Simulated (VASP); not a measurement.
# As (P6_3/mmc) in VASP: further runs

Runs on As. Level: PBEsol. Tasks: single point.

Everything below comes from runs of VASP 6.6.1. Logs are shortened: lines on timing, memory, paths and dates and some standing lists are left out, and cuts for length are marked.

### Step 1. The cell of the first run

The structure is hexagonal, space group P6_3/mmc (No. 194). The conventional cell has a = 2.362 Å, b = 2.362 Å, c = 3.808 Å, α = 90.00°, β = 90.00°, γ = 120.00°. Within 3.1 Å of As (site symmetry -6m2) lie 12 As at 2.34 to 2.36 Å.

### Step 2. Single point, PBEsol

The input, INCAR:

```
PREC = Accurate
ENCUT = 520
EDIFF = 1E-6
ISMEAR = -1
SIGMA = 0.08
LREAL = False
LASPH = True
NELM = 60
ALGO = Normal
ISIF = 2
LWAVE = False
LCHARG = False
GGA = PS
NBANDS = 12
```

The input, KPOINTS:

```
Automatic mesh
0
Gamma
  14 14 8
```

The input, POSCAR:

```
As
1.0
    2.3621533912      0.0000000000      0.0000000000
   -1.1810766956      2.0456848444      0.0000000000
    0.0000000000      0.0000000000      3.8081660416
As
2
Direct
    0.3333333333      0.6666666667      0.2500000000
    0.6666666667      0.3333333333      0.7500000000
```

Potentials or basis: VASP PAW PBE potentials, release 64 (As).

Launch:

```bash
$ cat potpaw_PBE.64/As/POTCAR > POTCAR
$ mpirun -np 1 vasp_std > vasp.out
```

OUTCAR:

```text
PREC = Accurate
   ENCUT = 520
   EDIFF = 1E-6
   ISMEAR = -1
   LREAL = False
   LASPH = True
   NELM = 60
   ISIF = 2
   GGA = PS

 ion  position               nearest neighbor table
   1  0.333  0.667  0.250-   2 2.34   2 2.34   2 2.34   2 2.34   2 2.34   2 2.34
   2  0.667  0.333  0.750-   1 2.34   1 2.34   1 2.34   1 2.34   1 2.34   1 2.34

  LATTYP: Found a hexagonal cell.
 ALAT       =     2.3621533912
 C/A-ratio  =     1.6121586582

  Lattice vectors:

 A1 = (   2.3621533912,   0.0000000000,   0.0000000000)
 A2 = (  -1.1810766956,   2.0456848444,   0.0000000000)
 A3 = (   0.0000000000,   0.0000000000,   3.8081660416)

Analysis of symmetry for initial positions (statically):
=====================================================================
 Subroutine PRICEL returns:
 Original cell was already a primitive cell.

 Routine SETGRP: Setting up the symmetry group for a
 hexagonal supercell.

 Subroutine GETGRP returns: Found 24 space group operations
 (whereof 12 operations were pure point group operations)
 out of a pool of 24 trial point group operations.

The static configuration has the point symmetry D_3d.
 The point group associated with its full space group is D_6h.

Analysis of symmetry for dynamics (positions and initial velocities):
=====================================================================
 Subroutine PRICEL returns:
 Original cell was already a primitive cell.

 Routine SETGRP: Setting up the symmetry group for a
 hexagonal supercell.

 Subroutine GETGRP returns: Found 24 space group operations
 (whereof 12 operations were pure point group operations)
 out of a pool of 24 trial point group operations.

The dynamic configuration has the point symmetry D_3d.
 The point group associated with its full space group is D_6h.

 Subroutine INISYM returns: Found 24 space group operations
 (whereof 12 operations are pure point group operations),
 and found     1 'primitive' translations

----------------------------------------------------------------------------------------

                                     Primitive cell

  volume of cell :      18.4019

  direct lattice vectors                    reciprocal lattice vectors
     2.362153391  0.000000000  0.000000000     0.423342533  0.244416925  0.000000000
    -1.181076696  2.045684844  0.000000000     0.000000000  0.488833851  0.000000000
     0.000000000  0.000000000  3.808166042     0.000000000  0.000000000  0.262593592

  length of vectors
     2.362153391  2.362153391  3.808166042     0.488833851  0.488833851  0.262593592

  position of ions in fractional coordinates (direct lattice)
     0.333333333  0.666666667  0.250000000
     0.666666667  0.333333333  0.750000000

  ion indices of the primitive-cell ions
   primitive index   ion index
                 1           1
                 2           2

----------------------------------------------------------------------------------------

 KPOINTS: Automatic mesh

Automatic generation of k-mesh.
 Grid dimensions read from file:
 generate k-points for:   14   14    8

 Generating k-lattice:

  Cartesian coordinates                     Fractional coordinates (reciprocal lattice)
     0.030238752  0.017458352  0.000000000     0.071428571  0.000000000  0.000000000
     0.000000000  0.034916704  0.000000000     0.000000000  0.071428571  0.000000000
     0.000000000  0.000000000  0.032824199     0.000000000  0.000000000  0.125000000

  Length of vectors
     0.034916704  0.034916704  0.032824199

  Shift w.r.t. Gamma in fractional coordinates (k-lattice)
     0.000000000  0.000000000  0.000000000

 Subroutine IBZKPT returns following result:
 ===========================================

 Found    120 irreducible k-points:

 Following reciprocal coordinates:
            Coordinates               Weight
  0.000000  0.000000  0.000000      1.000000
  0.071429  0.000000  0.000000      6.000000
  0.142857  0.000000  0.000000      6.000000
  0.214286  0.000000  0.000000      6.000000
  0.285714  0.000000  0.000000      6.000000
  0.357143  0.000000  0.000000      6.000000
[... 16 lines left out ...]
  0.285714  0.285714  0.000000      6.000000
  0.357143  0.285714  0.000000      6.000000
 [... further k-points ...]
   k-points           NKPTS =    120   k-points in BZ     NKDIM =    120   number of bands    NBANDS=     12
   number of dos      NEDOS =    301   number of ions     NIONS =      2
   total plane-waves  NPLWV =   9072
   dimension x,y,z NGX =    18 NGY =   18 NGZ =   28
   dimension x,y,z NGXF=    36 NGYF=   36 NGZF=   56
   ions per type =               2
   NGX,Y,Z   is equivalent  to a cutoff of  12.67, 12.67, 12.22 a.u.
   NGXF,Y,Z  is equivalent  to a cutoff of  25.34, 25.34, 24.45 a.u.
 SYSTEM =  unknown system
   PREC   = accura    normal or accurate (medium, high low for compatibility)
   ISTART =      0    job   : 0-new  1-cont  2-samecut
   ICHARG =      2    charge: 1-file 2-atom 10-const
   ISPIN  =      1    spin polarized calculation?
   LNONCOLLINEAR =      F non collinear calculations
   LSORBIT =      F    spin-orbit coupling
   LASPH  =      T    aspherical Exc in radial PAW
   ENCUT  =  520.0 eV  38.22 Ry    6.18 a.u.   4.39  4.39  7.08*2*pi/ulx,y,z
   NELM   =     60;   NELMIN=  2; NELMDL= -5     # of ELM steps
   EDIFF  = 0.1E-05   stopping-criterion for ELM
   LREAL  =      F    real-space projection
   EDIFFG = 0.1E-04   stopping-criterion for IOM
   NSW    =      0    number of steps for IOM
   IBRION =     -1    ionic relax: 0-MD 1-quasi-New 2-CG
   NFREE  =      0    steps in history (QN), initial steepest desc. (CG)
   ISIF   =      2    stress and relaxation
   ISYM   =      2    0-nonsym 1-usesym 2-fastsym
   POTIM  = 0.5000    time-step for ionic-motion
   TEBEG  =    0.0;   TEEND  =   0.0 temperature during run
   PSTRESS=    0.0 pullay stress
   NELECT =      10.0000    total number of electrons
   NUPDOWN=      -1.0000    fix difference up-down
   EMIN   =  10.00;   EMAX   =-10.00  energy-range for DOS
   EFERMI =   0.00;   METHOD = LEGACY
   ISMEAR =    -1;   SIGMA  =   0.08  broadening in eV -4-tet -1-fermi 0-gaus
   EFERMI_NEDOS =   21; number of points for ismear=-14 and -15
   IALGO  =     38    algorithm
   IMIX   =      4    mixing-type and parameters
     AMIX     =   0.40;   BMIX     =  1.00
     AMIX_MAG =   1.60;   BMIX_MAG =  1.00
  volume/ion in A,a.u.               =       9.20        62.09
  Fermi-wavevector in a.u.,A,eV,Ry     =   1.335941  2.524562 24.282838  1.784738
  Thomas-Fermi vector in A             =   2.464606
   LORBIT       =      0    0 simple, 1 ext, 2 COOP (PROOUT), +10 PAW based schemes
   GGA     = PS    functional components
   LHFCALC =     F    Hartree Fock is set to
   AEXX    =    0.0000 exact exchange contribution
   IVDW    =     0    specifies the selected vdW correction
   LEPSILON=     F    determine dielectric tensor
   LRPA    =     F    only Hartree local field effects (RPA)
 non-spin polarized calculation
  energy-cutoff  :      520.00
  volume of cell :       18.40
 maximum number of plane-waves:       525
 NGX is ok and might be reduce to    18
   NGX =  9   NGY =  9   NGZ = 15

 number of electron      10.0000002 magnetization

 Free energy of the ion-electron system (eV)
  ---------------------------------------------------
  ext. energy  EPLUGINS =         0.00000000
  ---------------------------------------------------
  free energy    TOTEN  =        -0.45561219 eV

  energy without entropy =       -0.44295621  energy(sigma->0) =       -0.44928420

 E-fermi :  17.9392     XC(G=0): -14.2834

 val. band max:       17.8216411687   @ k =   0.2857   0.2143   0.2500
 cond. band min:      17.9449953093   @ k =   0.2143   0.0000   0.5000
 fundamental gap:      0.1233541406
 Fermi energy:        17.9392318360

 k-point     1 :       0.0000    0.0000    0.0000
  band No.  band energies     occupation
      1      -6.8295      2.00000
      2       3.8303      2.00000
      3       4.0477      2.00000
      4      26.6331      0.00000
      5      26.6331      0.00000
      6      29.3667      0.00000
      7      29.3667      0.00000
      8      31.6258      0.00000
      9      32.6115      0.00000
     10      32.7052      0.00000
     11      36.2396      0.00000
     12      36.5979      0.00000

 k-point     2 :       0.0714    0.0000    0.0000
  band No.  band energies     occupation
      1      -6.6415      2.00000
      2       4.0330      2.00000
      3       4.2197      2.00000
      4      24.0453      0.00000
      5      25.3011      0.00000
      6      28.4099      0.00000
      7      30.8055      0.00000
      8      32.4372      0.00000
      9      32.9126      0.00000
     10      33.3969      0.00000
     11      34.9034      0.00000
     12      35.1044      0.00000

 k-point     3 :       0.1429    0.0000    0.0000
  band No.  band energies     occupation
      1      -6.0766      2.00000
      2       4.6378      2.00000
      3       4.7376      2.00000
      4      19.9770      0.00000
      5      23.3897      0.00000
      6      27.0204      0.00000
      7      29.5085      0.00000
      8      29.9464      0.00000
      9      31.8380      0.00000
     10      34.0577      0.00000
     11      34.8607      0.00000
     12      35.1238      0.00000
[... 286 lines left out ...]
 k-point    23 :       0.2857    0.2857    0.0000
  band No.  band energies     occupation
      1       2.2485      2.00000
      2       7.1308      2.00000
      3       8.1102      2.00000
      4      12.5929      2.00000
      5      12.8110      2.00000
      6      17.2145      1.99977
      7      17.5115      1.99051
      8      17.9663      0.83268
      9      20.8964      0.00000
     10      37.2979      0.00000
     11      38.1570      0.00000
     12      42.0820      0.00000

 k-point    24 :       0.3571    0.2857    0.0000
  band No.  band energies     occupation
      1       4.3670      2.00000
      2       5.0191      2.00000
      3       7.5625      2.00000
      4      14.3342      2.00000
      5      14.5179      2.00000
      6      15.4223      2.00000
      7      15.7962      2.00000
      8      17.5949      1.97334
      9      20.2985      0.00000
     10      37.5566      0.00000
     11      41.7444      0.00000
     12      41.7716      0.00000

 [... further k-points ...]
[... 5 lines left out ...]
  --------------------------------------------------------------------------------------
  -------------------------------------------------------------------------------------
  Total       33.2331372     33.2331372     33.2490661      0.0000000      0.0000000      0.0000000
  in kB     2893.4715947   2893.4715947   2894.8584565      0.0000000      0.0000000      0.0000000
  external PRESSURE =    2893.9338820 kB  Pullay stress =       0.0000000 kB

 VOLUME and BASIS-vectors are now :
 -----------------------------------------------------------------------------
  energy-cutoff  :      520.00
  volume of cell :       18.40
      direct lattice vectors                 reciprocal lattice vectors
     2.362153391  0.000000000  0.000000000     0.423342533  0.244416925  0.000000000
    -1.181076696  2.045684844  0.000000000     0.000000000  0.488833851  0.000000000
     0.000000000  0.000000000  3.808166042     0.000000000  0.000000000  0.262593592

 POSITION                                       TOTAL-FORCE (eV/Angst)
 -----------------------------------------------------------------------------------
     -0.00000      1.36379      0.95204         0.000000      0.000000      0.000000
      1.18108      0.68189      2.85612        -0.000000     -0.000000      0.000000
 -----------------------------------------------------------------------------------
    total drift:                               -0.000000      0.000000     -0.000000

  FREE ENERGIE OF THE ION-ELECTRON SYSTEM (eV)
  ---------------------------------------------------
  free  energy   TOTEN  =        -0.4556121865 eV

  energy  without entropy=       -0.4429562141  energy(sigma->0) =       -0.44928420
```

It took 13 s on 1 thread of Intel Xeon Platinum 8488C (Sapphire Rapids), shared host; peak memory 0.14 GiB.

What came out:

| Quantity | Value |
| --- | --- |
| Free energy | -0.4556 eV |
| Pressure | 289.4 GPa |
| Band gap on the k mesh | zero (band 5 reaches 28.92 eV, above the bottom of band 6 at 10.27 eV) |

Caveat: the PAW data sets were made with another functional, which shifts forces and pressure a little.

(Part 1 of 2 ends here.)
